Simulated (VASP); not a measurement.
**Sc8HIr8C: single point with PBE**

The system is Sc8HIr8C, a slab with vacuum.

```
Sc Ir C H
1.0
     6.43677    0.00000    0.00000
     0.00000    6.43677    0.00000
     0.00000    0.00000   18.82758
Sc Ir C H
8 8 1 1
Cartesian
  1.6111 1.5925 2.4366
  1.7870 1.7166 6.0274
  1.5884 4.8207 2.4869
  2.0015 4.4946 5.7715
  4.7949 1.5954 2.5143
  4.4462 2.1066 6.0958
  4.8223 4.8259 2.4461
  4.8061 4.9141 6.0498
  0.0000 0.0000 1.0000
  0.0452 0.0452 3.9788
  0.0000 3.2184 1.0000
  0.0286 3.1575 4.1207
  3.2184 0.0000 1.0000
  3.1597 -0.0028 4.1354
  3.2184 3.2184 1.0000
  3.1742 3.2364 3.9358
  2.7868 1.8750 7.6018
  2.6027 1.4979 8.6096
```

- Program: VASP 6.6.1
- Task: single point
- Functional: PBE
- Potentials or basis: VASP PAW PBE potentials, release 64 (Sc_sv, Ir, C, H)
- Cutoff: 520 eV
- k mesh: 3 × 3 × 1
- Occupations: fermi-dirac, width 0.15 eV
- Spin: no spin polarisation

| Quantity | Value |
| --- | --- |
| Largest force | 6.394 eV/Å |
| Band gap on the k mesh | zero (an odd number of electrons rules out a gap without spin polarisation) |

Forces on the atoms (eV/Å):
```
Sc  -0.363 -0.135 -1.103
Sc  -3.940 -2.451 -4.400
Sc  -0.340  0.294 -1.383
Sc  -1.759  1.403 -0.393
Sc   0.471 -0.201 -1.253
Sc   1.087 -1.677 -0.679
Sc   0.413  0.312 -0.647
Sc   1.482  1.718 -2.252
Ir  -0.130  0.020  0.506
Ir  -0.457 -0.548  2.482
Ir  -0.132 -0.102  0.784
Ir  -0.309  0.838  1.373
Ir   0.056 -0.029  0.636
Ir   0.593 -0.316  1.223
Ir   0.048  0.020  0.591
Ir   0.755 -0.308  2.268
C    2.165  0.849  1.637
H    0.359  0.312  0.612
```

Levels at points of the mesh, in eV from the Fermi level:
```
           k point  band 77  band 78  band 79  band 80  band 81  band 82  band 83  band 84  band 85  band 86
(0.00, 0.00, 0.00)    -0.41    -0.18    -0.12     0.02     0.08     0.12     0.24     0.42     0.48     0.63
```

Run time: 14 min on 1 thread of Intel(R) Xeon(R) Platinum 8488C (Sapphire Rapids), on a shared host, peak memory 0.82 GiB.

Caveat: there is no dipole correction, which matters where the two faces differ; spin-orbit coupling is left out, which moves the levels of the heavy elements.
